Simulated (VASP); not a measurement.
A run of VASP 6.6.1 is set up as follows.

Contents of POSCAR:

```
Au
1.0
    2.9717517780      0.0000000000      0.0000000000
   -1.4858758890      2.5736125335      0.0000000000
    0.0000000000      0.0000000000      4.6016757735
Au
2
Direct
    0.3333333333      0.6666666667      0.7500000000
    0.6666666667      0.3333333333      0.2500000000
```

INCAR.step1

```
  ALGO = Normal
  EDIFF = 1E-4
  ENCUT = 520
  GGA = PE
  ISMEAR = 0
  LASPH = True
  LCHARG = False
  LREAL = False
  LWAVE = True
  NBANDS = 18
  NELM = 80
  PREC = Accurate
  SIGMA = 0.15
```

The input INCAR.step2:

```
  ALGO = Normal
  EDIFF = 1E-7
  ENCUT = 520
  ISIF = 2
  ISMEAR = 0
  ISTART = 1
  LASPH = True
  LCHARG = True
  LELF = True
  LMIXTAU = True
  LREAL = False
  LVHAR = True
  LWAVE = False
  METAGGA = R2SCAN
  NBANDS = 18
  NELM = 80
  PREC = Accurate
  SIGMA = 0.15
```

KPOINTS

```
k-points
0
Gamma
  24 24 14
```

Potentials or basis: VASP PAW PBE potentials, release 64 (Au).

Launch:

```sh
$ cat potpaw_PBE.64/Au/POTCAR > POTCAR
$ cp INCAR.step1 INCAR
$ mpirun -np 1 vasp_std > vasp.out
$ cp INCAR.step2 INCAR
$ mpirun -np 1 vasp_std > vasp.out
```

(1) Predict the band gap on the k mesh.

(2) Predict the pressure.

Results:

(1) zero (bands 11 and 12 overlap by 6.99 eV).

(2) 0.8 GPa.

Caveat: the PAW data sets were made with another functional, which shifts forces and pressure a little; spin-orbit coupling is left out, which moves the levels of the heavy elements.
